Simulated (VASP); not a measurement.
Runs of VASP 6.6.1 on KF. The structure is that of space group Pm-3m (No. 221), or close to it. The cells are those of the table. 

```tsv
cell	gap on the mesh (eV)	pressure (GPa)
a = 3.357, b = 3.357, c = 3.210 Å, 2 atoms	5.51	-6.5
a = 3.357, b = 3.357, c = 3.161 Å, 2 atoms	5.56	-6.2
a = 3.161, b = 3.161, c = 3.357 Å, 2 atoms	6.02	-4.9
a = 3.259, b = 3.259, c = 3.210 Å, 2 atoms	5.98	-5.3
a = 3.161 Å, 2 atoms	6.58	-3.1
a = 3.210 Å, 2 atoms	6.23	-4.6
a = 3.357, b = 3.357, c = 3.259 Å, 2 atoms	5.46	-6.7
a = 3.357, b = 3.357, c = 3.308 Å, 2 atoms	(a)	(b)
```

Alike in all rows: task single point; level LDA; potentials or basis VASP PAW LDA potentials, release 64 (K_sv, F); no spin polarisation; k mesh 8 × 8 × 8; cutoff (eV) 520; smearing gaussian 0.05 eV.

Estimate the missing entries.

(a) 5.41; (b) -6.9.

A k mesh can miss the band edges.
